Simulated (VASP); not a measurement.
# HRh6 in VASP: notebook

Runs on HRh6. Level: PBE. Tasks: single point.

Program: VASP 6.6.1. These are calculated values, not measurements. Logs are shortened: lines on timing, memory, paths and dates and some standing lists are left out, and cuts for length are marked.

### 1 The cell of the first run

The cell holds a slab with vacuum, 14 atoms: a = 5.417 Å, b = 5.417 Å, c = 22.297 Å, α = 90.00°, β = 90.00°, γ = 120.00°.

### 2 Single point, PBE

INCAR reads:

```
SYSTEM = HRh6
ALGO = Normal
DIPOL = 0.5 0.5 0.309
EDIFF = 1E-7
ENCUT = 520
GGA = PE
IDIPOL = 3
ISIF = 2
ISMEAR = 0
LASPH = .True.
LCHARG = .False.
LDIPOL = .True.
LREAL = .False.
LWAVE = .False.
NBANDS = 104
NELM = 100
PREC = Accurate
SIGMA = 0.1
```

KPOINTS reads:

```
k-points
0
Gamma
  6 6 1
  0 0 0
```

POSCAR reads:

```
HRh6
1.0
    5.4165863251      0.0000000000      0.0000000000
   -2.7082931626      4.6909013593      0.0000000000
    0.0000000000      0.0000000000     22.2966119230
Rh H
12 2
Direct
    0.3333333333      0.1666666667      0.1793994538
    0.3333333333      0.6666666667      0.1793994538
    0.8333333333      0.1666666667      0.1793994538
    0.8333333333      0.6666666667      0.1793994538
    0.1666666667      0.3333333333      0.2757769167
    0.1666666667      0.8333333333      0.2757769167
    0.6666666667      0.3333333333      0.2757769167
    0.6666666667      0.8333333333      0.2757769167
    0.0000000000      0.0000000000      0.3721019118
    0.0000000000      0.5000000000      0.3721019118
    0.5000000000      0.0000000000      0.3721019118
    0.5000000000      0.5000000000      0.3721019118
    0.2153584700      0.4307169401      0.5066515021
    0.2846415300      0.5692830599      0.5066515021
```

Potentials or basis: VASP PAW PBE potentials, release 64 (Rh_pv, H).

Launch:

```console
$ cat potpaw_PBE.64/Rh_pv/POTCAR potpaw_PBE.64/H/POTCAR > POTCAR
$ mpirun -np 1 vasp_std > vasp.out
```

OUTCAR:

```text
SYSTEM = HRh6
   EDIFF = 1E-7
   ENCUT = 520
   GGA = PE
   ISIF = 2
   ISMEAR = 0
   LASPH = .True.
   LREAL = .False.
   NELM = 100
   PREC = Accurate

 ion  position               nearest neighbor table
   1  0.333  0.167  0.179-   5 2.66   7 2.66   6 2.66   4 2.71   4 2.71   3 2.71   3 2.71   2 2.71
                             2 2.71
   2  0.333  0.667  0.179-   6 2.66   8 2.66   5 2.66   3 2.71   3 2.71   4 2.71   4 2.71   1 2.71
                             1 2.71
   3  0.833  0.167  0.179-   7 2.66   5 2.66   8 2.66   2 2.71   2 2.71   1 2.71   1 2.71   4 2.71
                             4 2.71
   4  0.833  0.667  0.179-   8 2.66   6 2.66   7 2.66   1 2.71   1 2.71   2 2.71   2 2.71   3 2.71
                             3 2.71
   5  0.167  0.333  0.276-  12 2.66   9 2.66  10 2.66   1 2.66   3 2.66   2 2.66   8 2.71   8 2.71
                             7 2.71   7 2.71   6 2.71   6 2.71
   6  0.167  0.833  0.276-  11 2.66  10 2.66   9 2.66   2 2.66   4 2.66   1 2.66   7 2.71   7 2.71
                             8 2.71   8 2.71   5 2.71   5 2.71
   7  0.667  0.333  0.276-  10 2.66  11 2.66  12 2.66   3 2.66   1 2.66   4 2.66   6 2.71   6 2.71
                             5 2.71   5 2.71   8 2.71   8 2.71
   8  0.667  0.833  0.276-   9 2.66  12 2.66  11 2.66   4 2.66   2 2.66   3 2.66   5 2.71   5 2.71
                             6 2.71   6 2.71   7 2.71   7 2.71
   9  0.000  0.000  0.372-   8 2.66   5 2.66   6 2.66  12 2.71  12 2.71  11 2.71  11 2.71  10 2.71
                            10 2.71
  10  0.000  0.500  0.372-   7 2.66   6 2.66   5 2.66  11 2.71  11 2.71  12 2.71  12 2.71   9 2.71
                             9 2.71
  11  0.500  0.000  0.372-   6 2.66   7 2.66   8 2.66  10 2.71  10 2.71   9 2.71   9 2.71  12 2.71
                            12 2.71
  12  0.500  0.500  0.372-   5 2.66   8 2.66   7 2.66   9 2.71   9 2.71  10 2.71  10 2.71  11 2.71
                            11 2.71
  13  0.215  0.431  0.507-  14 0.65
  14  0.285  0.569  0.507-  13 0.65

  LATTYP: Found a hexagonal cell.
 ALAT       =     5.4165863251
 C/A-ratio  =     4.1163586408

  Lattice vectors:

 A1 = (   5.4165863251,   0.0000000000,   0.0000000000)
 A2 = (  -2.7082931626,   4.6909013593,   0.0000000000)
 A3 = (   0.0000000000,   0.0000000000,  22.2966119230)

Analysis of symmetry for initial positions (statically):
=====================================================================
 Subroutine PRICEL returns:
 Original cell was already a primitive cell.

 Routine SETGRP: Setting up the symmetry group for a
 hexagonal supercell.

 Subroutine GETGRP returns: Found  2 space group operations
 (whereof  2 operations were pure point group operations)
 out of a pool of 24 trial point group operations.

The static configuration has the point symmetry C_1h.

Analysis of symmetry for dynamics (positions and initial velocities):
=====================================================================
 Subroutine PRICEL returns:
 Original cell was already a primitive cell.

 Routine SETGRP: Setting up the symmetry group for a
 hexagonal supercell.

 Subroutine GETGRP returns: Found  2 space group operations
 (whereof  2 operations were pure point group operations)
 out of a pool of 24 trial point group operations.

The dynamic configuration has the point symmetry C_1h.

 Subroutine INISYM returns: Found  2 space group operations
 (whereof  2 operations are pure point group operations),
 and found     1 'primitive' translations

----------------------------------------------------------------------------------------

                                     Primitive cell

  volume of cell :     566.5273

  direct lattice vectors                    reciprocal lattice vectors
     5.416586325  0.000000000  0.000000000     0.184618123  0.106589323  0.000000000
    -2.708293163  4.690901359  0.000000000     0.000000000  0.213178646  0.000000000
     0.000000000  0.000000000 22.296611923     0.000000000  0.000000000  0.044849863

  length of vectors
     5.416586325  5.416586325 22.296611923     0.213178646  0.213178646  0.044849863

  position of ions in fractional coordinates (direct lattice)
     0.333333333  0.166666667  0.179399454
     0.333333333  0.666666667  0.179399454
     0.833333333  0.166666667  0.179399454
     0.833333333  0.666666667  0.179399454
     0.166666667  0.333333333  0.275776917
[... 56 lines left out ...]
  0.166667 -0.000000  0.000000      4.000000
  0.000000  0.166667  0.000000      2.000000
  0.333333 -0.000000  0.000000      4.000000
  0.000000  0.333333  0.000000      2.000000
  0.500000  0.000000  0.000000      2.000000
  0.000000  0.500000  0.000000      1.000000
  0.166667  0.166667  0.000000      4.000000
 -0.333333  0.166667  0.000000      2.000000
  0.333333  0.166667  0.000000      4.000000
 -0.166667  0.500000  0.000000      4.000000
  0.500000  0.333333  0.000000      4.000000
  0.333333  0.333333  0.000000      2.000000
   k-points           NKPTS =     13   k-points in BZ     NKDIM =     13   number of bands    NBANDS=    104
   number of dos      NEDOS =    301   number of ions     NIONS =     14
   total plane-waves  NPLWV = 268800
   dimension x,y,z NGX =    40 NGY =   40 NGZ =  168
   dimension x,y,z NGXF=    80 NGYF=   80 NGZF=  336
   ions per type =              12   2
   NGX,Y,Z   is equivalent  to a cutoff of  12.28, 12.28, 12.53 a.u.
   NGXF,Y,Z  is equivalent  to a cutoff of  24.55, 24.55, 25.05 a.u.
 SYSTEM =  HRh6
   PREC   = accura    normal or accurate (medium, high low for compatibility)
   ISTART =      0    job   : 0-new  1-cont  2-samecut
   ICHARG =      2    charge: 1-file 2-atom 10-const
   ISPIN  =      1    spin polarized calculation?
   LNONCOLLINEAR =      F non collinear calculations
   LSORBIT =      F    spin-orbit coupling
   LASPH  =      T    aspherical Exc in radial PAW
   ENCUT  =  520.0 eV  38.22 Ry    6.18 a.u.  10.07 10.07 41.46*2*pi/ulx,y,z
   NELM   =    100;   NELMIN=  2; NELMDL= -5     # of ELM steps
   EDIFF  = 0.1E-06   stopping-criterion for ELM
   LREAL  =      F    real-space projection
   EDIFFG = 0.1E-05   stopping-criterion for IOM
   NSW    =      0    number of steps for IOM
   IBRION =     -1    ionic relax: 0-MD 1-quasi-New 2-CG
   NFREE  =      0    steps in history (QN), initial steepest desc. (CG)
   ISIF   =      2    stress and relaxation
   ISYM   =      2    0-nonsym 1-usesym 2-fastsym
   POTIM  = 0.5000    time-step for ionic-motion
   TEBEG  =    0.0;   TEEND  =   0.0 temperature during run
   PSTRESS=    0.0 pullay stress
   NELECT =     182.0000    total number of electrons
   NUPDOWN=      -1.0000    fix difference up-down
   EMIN   =  10.00;   EMAX   =-10.00  energy-range for DOS
   EFERMI =   0.00;   METHOD = LEGACY
   ISMEAR =     0;   SIGMA  =   0.10  broadening in eV -4-tet -1-fermi 0-gaus
   EFERMI_NEDOS =   21; number of points for ismear=-14 and -15
   IALGO  =     38    algorithm
   IMIX   =      4    mixing-type and parameters
     AMIX     =   0.40;   BMIX     =  1.00
     AMIX_MAG =   1.60;   BMIX_MAG =  1.00
  volume/ion in A,a.u.               =      40.47       273.08
  Fermi-wavevector in a.u.,A,eV,Ry     =   1.121222  2.118803 17.104417  1.257139
  Thomas-Fermi vector in A             =   2.257874
   LORBIT       =      0    0 simple, 1 ext, 2 COOP (PROOUT), +10 PAW based schemes
   GGA     = PE    functional components
   LHFCALC =     F    Hartree Fock is set to
   AEXX    =    0.0000 exact exchange contribution
   IVDW    =     0    specifies the selected vdW correction
   LEPSILON=     F    determine dielectric tensor
   LRPA    =     F    only Hartree local field effects (RPA)
 non-spin polarized calculation
 Gauss-broadening in eV      SIGMA  =   0.10
  energy-cutoff  :      520.00
  volume of cell :      566.53
 maximum number of plane-waves:     15300
   NGX = 21   NGY = 21   NGZ = 83

 dipolmoment           0.000000      0.000000      0.021550 electrons x Angstroem

 number of electron     182.0000014 magnetization

 dipolmoment           0.000000      0.000000     -0.027631 electrons x Angstroem

 Free energy of the ion-electron system (eV)
  ---------------------------------------------------
  ext. energy  EPLUGINS =         0.00000000
  ---------------------------------------------------
  free energy    TOTEN  =       -87.27319196 eV

  energy without entropy =      -87.16823414  energy(sigma->0) =      -87.22071305

 E-fermi :   0.0063     XC(G=0):  -5.1506

 val. band max:        0.0007675086   @ k =   0.3333   0.3333   0.0000
 cond. band min:       0.0187007896   @ k =   0.5000   0.0000   0.0000
 fundamental gap:      0.0179332810
 Fermi energy:         0.0063276401

 k-point     1 :       0.0000    0.0000    0.0000
  band No.  band energies     occupation
      1     -47.0928      2.00000
      2     -47.0919      2.00000
      3     -47.0904      2.00000
      4     -46.9991      2.00000
      5     -46.9139      2.00000
      6     -46.9070      2.00000
[... 1367 lines left out ...]
    102       0.7027      0.00000
    103       0.7500      0.00000
 [bands above 103 left out]

------------------------ aborting loop because EDIFF is reached ----------------------------------------

 vacuum level on the upper side and lower side of the slab       (xc-potential included)        -0.103         0.090

  FORCE on cell =-STRESS in cart. coord.  units (eV):
  Direction    XX          YY          ZZ          XY          YZ          ZX
  --------------------------------------------------------------------------------------
  -------------------------------------------------------------------------------------
  Total       -6.8685898     -3.6476464      0.4856420      0.0000000     -0.0127391      0.0000000
  in kB      -19.4248340    -10.3157896      1.3734283      0.0000000     -0.0360270      0.0000000
  external PRESSURE =      -9.4557317 kB  Pullay stress =       0.0000000 kB

 VOLUME and BASIS-vectors are now :
 -----------------------------------------------------------------------------
  energy-cutoff  :      520.00
  volume of cell :      566.53
      direct lattice vectors                 reciprocal lattice vectors
     5.416586325  0.000000000  0.000000000     0.184618123  0.106589323  0.000000000
    -2.708293163  4.690901359  0.000000000     0.000000000  0.213178646  0.000000000
     0.000000000  0.000000000 22.296611923     0.000000000  0.000000000  0.044849863

 POSITION                                       TOTAL-FORCE (eV/Angst)
 -----------------------------------------------------------------------------------
      1.35415      0.78182      4.00000         0.011194      0.006093     -0.007920
     -0.00000      3.12727      4.00000         0.000000     -0.002037     -0.004806
      4.06244      0.78182      4.00000        -0.011194      0.006093     -0.007920
      2.70829      3.12727      4.00000         0.000000     -0.009042     -0.004128
      0.00000      1.56363      6.14889         0.000000     -0.011547     -0.035542
     -1.35415      3.90908      6.14889         0.000172      0.008596     -0.013932
      2.70829      1.56363      6.14889         0.000000     -0.003353     -0.005395
      1.35415      3.90908      6.14889        -0.000172      0.008596     -0.013932
      0.00000      0.00000      8.29661         0.000000     -0.021601     -0.014390
     -1.35415      2.34545      8.29661        -0.017147      0.006653     -0.003078
      2.70829      0.00000      8.29661        -0.000000      0.005910     -0.002606
      1.35415      2.34545      8.29661         0.017147      0.006653     -0.003078
     -0.00000      2.02045     11.29661         0.000000     -4.917731      0.058576
      0.00000      2.67045     11.29661        -0.000000      4.916716      0.058152
 -----------------------------------------------------------------------------------
    total drift:                                0.000000     -0.000032      0.001187

  FREE ENERGIE OF THE ION-ELECTRON SYSTEM (eV)
  ---------------------------------------------------
  free  energy   TOTEN  =       -87.2731919607 eV

  energy  without entropy=      -87.1682341441  energy(sigma->0) =      -87.22071305

 vacuum level on the upper side and lower side of the slab         4.895         5.091
```

Run time: 20 min. Hardware: 1 thread of Intel Xeon 6975P-C (Granite Rapids), shared host; peak memory 0.89 GiB.

Results:

```
Free energy            : -87.2732 eV
Largest force          : 4.918 eV/Å
Band gap on the k mesh : zero (bands 91 and 92 overlap by 0.75 eV)
```

Forces in eV/Å, atoms in the order of the input:
```
Rh   0.011  0.006 -0.008
Rh   0.000 -0.002 -0.005
Rh  -0.011  0.006 -0.008
Rh   0.000 -0.009 -0.004
Rh   0.000 -0.012 -0.036
Rh   0.000  0.009 -0.014
Rh   0.000 -0.003 -0.005
Rh   0.000  0.009 -0.014
Rh   0.000 -0.022 -0.014
Rh  -0.017  0.007 -0.003
Rh   0.000  0.006 -0.003
Rh   0.017  0.007 -0.003
H    0.000 -4.918  0.059
H    0.000  4.917  0.058
```

### 3 Single point, PBE

INCAR reads:

```
PREC = Accurate ; ENCUT = 520
EDIFF = 1E-7 ; ISMEAR = 0
SIGMA = 0.1 ; LREAL = False
LASPH = True ; NELM = 60
ALGO = Normal ; ISIF = 2
LWAVE = False ; LCHARG = False
LDIPOL = True ; IDIPOL = 3
DIPOL = 0.5 0.5 0.303 ; GGA = PE
NBANDS = 104
```

KPOINTS reads:

```
regular mesh
0
Gamma
  6 6 1
```

POSCAR, as its differences from that of step 2:

```diff
@@ -20,3 +20,3 @@
     0.5000000000      0.5000000000      0.3721019118
-    0.2153584700      0.4307169401      0.5066515021
-    0.2846415300      0.5692830599      0.5066515021
+    0.2153584700      0.4307169401      0.4640441319
+    0.2846415300      0.5692830599      0.4640441319
```

Potentials or basis: VASP PAW PBE potentials, release 64 (Rh_pv, H).

Launch:

```console
$ cat potpaw_PBE.64/Rh_pv/POTCAR potpaw_PBE.64/H/POTCAR > POTCAR
$ mpirun -np 1 vasp_std > vasp.out
```

Run time: 78 min. Hardware: 1 thread of AMD EPYC 7R13, shared host; peak memory 0.9 GiB.

The run converged. Its results:

* Free energy: -87.0088 eV
* Largest force: 5.547 eV/Å
* Band gap on the k mesh: zero (bands 91 and 92 overlap by 0.76 eV)

Forces in eV/Å, atoms in the order of the input:
```
Rh   0.059  0.034 -0.012
Rh   0.000 -0.017 -0.007
Rh  -0.059  0.034 -0.012
Rh   0.000 -0.036  0.008
Rh   0.000 -0.060 -0.151
Rh  -0.019  0.031 -0.051
Rh   0.000  0.049  0.145
Rh   0.019  0.031 -0.051
Rh   0.000 -0.150 -0.147
Rh  -0.118  0.003 -0.028
Rh   0.000  0.095 -0.094
Rh   0.118  0.003 -0.028
H    0.000 -5.542  0.216
H    0.000  5.527  0.213
```

Levels at points of the mesh, in eV from the Fermi level:
| k point | band 90 | band 91 | band 92 | band 93 | band 94 | band 95 |
| --- | --- | --- | --- | --- | --- | --- |
| (0.00, 0.00, 0.00) | 0.41 | 0.41 | 0.52 | 0.52 | 0.53 | 0.95 |
| (0.50, 0.00, 0.00) | -0.42 | -0.37 | -0.34 | -0.33 | -0.11 | 0.17 |
| (0.00, 0.50, 0.00) | -0.42 | -0.37 | -0.35 | -0.33 | -0.11 | 0.21 |

### 4 Single point, PBE

INCAR reads:

```
PREC = Accurate
ENCUT = 520
EDIFF = 1E-6
ISMEAR = 0
SIGMA = 0.1
LREAL = False
LASPH = True
NELM = 100
ALGO = Normal
ISIF = 2
LWAVE = False
LCHARG = False
LDIPOL = True
IDIPOL = 3
DIPOL = 0.5 0.5 0.303
GGA = PE
NBANDS = 104
```

KPOINTS reads:

```
Automatic mesh
0
Gamma
  6 6 1
```

POSCAR, as its differences from that of step 3:

```diff
@@ -20,3 +20,3 @@
     0.5000000000      0.5000000000      0.3721019118
-    0.2153584700      0.4307169401      0.4640441319
-    0.2846415300      0.5692830599      0.4640441319
+    0.2010222061      0.4020444122      0.4640441319
+    0.2989777939      0.5979555878      0.4640441319
```

Launch:

```console
$ cat potpaw_PBE.64/Rh_pv/POTCAR potpaw_PBE.64/H/POTCAR > POTCAR
$ mpirun -np 1 vasp_std > vasp.out
```

Wall time 39 min (1 thread of Intel Xeon Platinum 8488C (Sapphire Rapids), shared host); peak memory 0.88 GiB.

The run converged. Its results:

```yaml
Free_energy: -87.1146 eV
Largest_force: 2.385 eV/Å
Band_gap_on_the_k_mesh: zero (bands 91 and 92 overlap by 0.76 eV)
```

Forces in eV/Å, atoms in the order of the input:
```
Rh   0.062  0.037 -0.018
Rh   0.000 -0.022 -0.025
Rh  -0.062  0.037 -0.018
Rh   0.000 -0.036  0.005
Rh   0.000 -0.073 -0.169
Rh  -0.034  0.029 -0.048
Rh   0.000  0.061  0.210
Rh   0.034  0.029 -0.048
Rh   0.000 -0.124 -0.095
Rh  -0.006  0.006  0.208
Rh   0.000  0.070 -0.037
Rh   0.006  0.006  0.208
H    0.000  2.361 -0.082
H    0.000 -2.383 -0.092
```

Levels at points of the mesh, in eV from the Fermi level:
```csv
k point,band 88,band 89,band 90,band 91,band 92,band 93,band 94,band 95,band 96,band 97
"(0.00, 0.00, 0.00)",0.27,0.31,0.41,0.41,0.52,0.52,0.53,0.94,0.95,0.95
"(0.50, 0.00, 0.00)",-0.79,-0.77,-0.44,-0.37,-0.35,-0.33,-0.13,0.20,0.26,0.40
"(0.00, 0.50, 0.00)",-0.78,-0.78,-0.42,-0.37,-0.35,-0.33,-0.16,0.24,0.24,0.36
```

### 5 Single point, PBE

INCAR reads:

```
ALGO = Fast ; DIPOL = 0.5 0.5 0.301
EDIFF = 1E-6 ; ENCUT = 520
GGA = PE ; IDIPOL = 3
ISIF = 2 ; ISMEAR = 0
LASPH = True ; LCHARG = False
LDIPOL = True ; LREAL = False
LWAVE = False ; NBANDS = 104
NELM = 100 ; PREC = Accurate
SIGMA = 0.1
```

KPOINTS reads:

```
k-points
0
Gamma
  6 6 1
```

POSCAR, as its differences from that of step 4:

```diff
@@ -20,3 +20,3 @@
     0.5000000000      0.5000000000      0.3721019118
-    0.2010222061      0.4020444122      0.4640441319
-    0.2989777939      0.5979555878      0.4640441319
+    0.2100290039      0.4200580078      0.4496921755
+    0.2899709961      0.5799419922      0.4496921755
```

Launch:

```console
$ cat potpaw_PBE.64/Rh_pv/POTCAR potpaw_PBE.64/H/POTCAR > POTCAR
$ mpirun -np 1 vasp_std > vasp.out
```

Run time: 53 min. Hardware: 1 thread of Oxide Virtual Turin-like, shared host; peak memory 0.85 GiB.

The run converged. Its results:

```yaml
Free_energy: -87.2477 eV
Largest_force: 1.770 eV/Å
Band_gap_on_the_k_mesh: zero (bands 91 and 92 overlap by 0.77 eV)
```

Forces on the atoms (eV/Å):
```
Rh   0.048  0.045 -0.041
Rh   0.000 -0.036 -0.041
Rh  -0.048  0.045 -0.041
Rh   0.000 -0.035 -0.001
Rh   0.000 -0.082 -0.200
Rh  -0.052  0.035 -0.085
Rh   0.000  0.112  0.334
Rh   0.052  0.035 -0.085
Rh   0.000 -0.210 -0.169
Rh  -0.106 -0.040  0.188
Rh   0.000  0.191 -0.120
Rh   0.106 -0.040  0.188
H    0.000 -1.770  0.038
H    0.000  1.748  0.036
```

Levels at points of the mesh, in eV from the Fermi level:
```csv
k point,band 90,band 91,band 92,band 93,band 94,band 95
"(0.00, 0.00, 0.00)",0.40,0.41,0.52,0.52,0.53,0.93
"(0.50, 0.00, 0.00)",-0.44,-0.37,-0.35,-0.33,-0.16,0.19
"(0.00, 0.50, 0.00)",-0.45,-0.37,-0.36,-0.33,-0.15,0.21
```

### 6 The runs side by side

| cell | gap on the mesh (eV) | largest force (eV/Å) |
| --- | --- | --- |
| as given, atomic positions A | none | 4.92 |
| as given, atomic positions B | none | 5.55 |
| as given, atomic positions C | none | 2.39 |
| as given, atomic positions D | none | 1.77 |

Alike in all rows: task single point; level PBE; potentials or basis VASP PAW PBE potentials, release 64 (Rh_pv, H); no spin polarisation; k mesh 6 × 6 × 1; cutoff (eV) 520; smearing gaussian 0.1 eV.

Absolute energies hang on the potentials; compare differences alone.
